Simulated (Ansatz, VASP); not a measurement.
## PtS2: VASP beside Ansatz

File INCAR:

```
PREC = Accurate
ENCUT = 520
EDIFF = 1E-6
ISMEAR = 0
SIGMA = 0.05
LREAL = F
LASPH = T
NELM = 80
ALGO = Normal
ISIF = 2
LWAVE = F
LCHARG = T
GGA = PS
LELF = T
LVHAR = T
NBANDS = 18
```

The input KPOINTS:

```
regular mesh
0
Gamma
  12 12 8
```

Contents of POSCAR:

```
PtS2
1.0
    3.8532294299      0.0000000000      0.0000000000
   -1.9266147150      3.0685007567      0.0000000000
    0.0000000000      0.0000000000      5.0388000000
Pt S
1 2
Direct
    0.0000000000      0.0000000000      0.0000000000
    0.3333333333      0.6666666667      0.2500000000
    0.6666666667      0.3333333333      0.7500000000
```

Input for Ansatz:

```yaml
crystal:
  lattice:
    - [3.8532294299, 0.0, 0.0]
    - [-1.926614715, 3.0685007567, 0.0]
    - [0.0, 0.0, 5.0388]
  atoms:
    - { symbol: Pt, position: [0.0, 0.0, 0.0] }
    - { symbol: S, position: [0.3333333333, 0.6666666667, 0.25] }
    - { symbol: S, position: [0.6666666667, 0.3333333333, 0.75] }
basis:
  ecutwfc: 420
kpoints:
  mp_grid: { grid: [12, 12, 8] }
hamiltonian:
  xc: pbesol
scf:
  occupations: { method: gaussian, width: 0.05 }
output:
  forces: true
  stress: true
  eigenvalues: true
```

Change from the starting cell: strain +0.0875 x Voigt [1, 0, 0, 0, 0, 0], atoms carried along.

Alike in both runs: task single point; functional PBEsol; k mesh 12 × 12 × 8; occupations gaussian, width 0.05 eV; no spin polarisation.

|  | VASP | Ansatz |
| --- | --- | --- |
| version | VASP 6.6.1 | Ansatz 0.2.0 |
| potentials or method | VASP PAW PBE potentials, release 64 (Pt, S), cutoff 520 eV | scalar-relativistic, plane waves, PAW |
| valence electrons in the cell | 22 | 30 |

```tsv
	VASP	Ansatz	Ansatz less VASP
gap on the k mesh at the Fermi level (eV)	0.07	0.07	-0.006
least direct gap on the mesh (eV)	0.56	0.55	-0.003
pressure (GPa)	-12.8	-12.6	+0.20
traceless stress, the component that is largest in VASP (GPa)	-7.12	-7.09	+0.031
rms of the force components (eV/Å)	0.589	0.581	-0.0083
```

VASP's potentials were made for PBE, not for PBEsol. Atom by atom the forces differ by 0.009 eV/Å (rms over components). VASP's potentials hold 22 valence electrons a cell and Ansatz's 30, so a difference there can come from the potentials and not from the codes.

Neither program's run includes spin-orbit coupling.
